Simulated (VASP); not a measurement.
Wanted: the native input for a VASP 6.6.1 run.

```
Task                   : single point
Functional             : PBE
Dispersion             : D3(BJ)
Potentials or basis    : VASP PAW PBE potentials, release 64 (Al, Ti_sv, H)
Cutoff                 : 520 eV
k mesh                 : 6 × 6 × 1
Occupations            : gaussian, width 0.1 eV
Spin                   : no spin polarisation
Dipole correction      : yes
Further INCAR settings : ALGO = Normal; EDIFF = 1e-06; NBANDS = 32
```

The structure of Ti2Al6H lies in POSCAR:

```
Ti2Al6H
1.0
    5.0241861190      0.0000000000      0.0000000000
    2.1588814530      4.5367033218      0.0000000000
    0.0000000000      0.0000000000     21.2187109014
Al Ti H
6 2 1
Direct
    0.5000000000      0.0000000000      0.1885128658
    0.0000000000      0.5000000000      0.1885128658
    0.0000000000      0.0000000000      0.2517328341
    0.0000000000      0.5000000000      0.3193548961
    0.5000000000      0.0000000000      0.3193548961
    0.5000000000      0.5000000000      0.3826203646
    0.5000000000      0.5000000000      0.2517328341
    0.0000000000      0.0000000000      0.3797002555
    0.8333333333      0.8333333333      0.5004409057
```

These files were run (other wordings do the same):

INCAR

```
SYSTEM = Ti2Al6H
PREC = Accurate ; ENCUT = 520
EDIFF = 1E-6 ; ISMEAR = 0
SIGMA = 0.1 ; LREAL = .False.
LASPH = .True. ; NELM = 80
ALGO = Normal ; ISIF = 2
LWAVE = .False. ; LCHARG = .True.
LDIPOL = .True. ; IDIPOL = 3
DIPOL = 0.5 0.5 0.309 ; GGA = PE
IVDW = 12 ; LELF = .True.
LVHAR = .True. ; LVACPOTAV = .True.
NBANDS = 32
```

KPOINTS

```
regular mesh
0
Gamma
  6 6 1
  0 0 0
```

Potentials or basis: VASP PAW PBE potentials, release 64 (Al, Ti_sv, H).

Launch:

```sh
$ cat potpaw_PBE.64/Al/POTCAR potpaw_PBE.64/Ti_sv/POTCAR potpaw_PBE.64/H/POTCAR > POTCAR
$ mpirun -np 1 vasp_std > vasp.out
```

Results of the run:

| Item | Value |
| --- | --- |
| Largest force | 1.375 eV/Å |
| Band gap on the k mesh | zero (an odd number of electrons rules out a gap without spin polarisation) |
| Dispersion energy per atom | -0.227 eV |

Wall time 5.3 min on 1 thread of Intel(R) Xeon(R) 6975P-C (Granite Rapids), with other jobs on the host, peak memory 0.62 GiB.
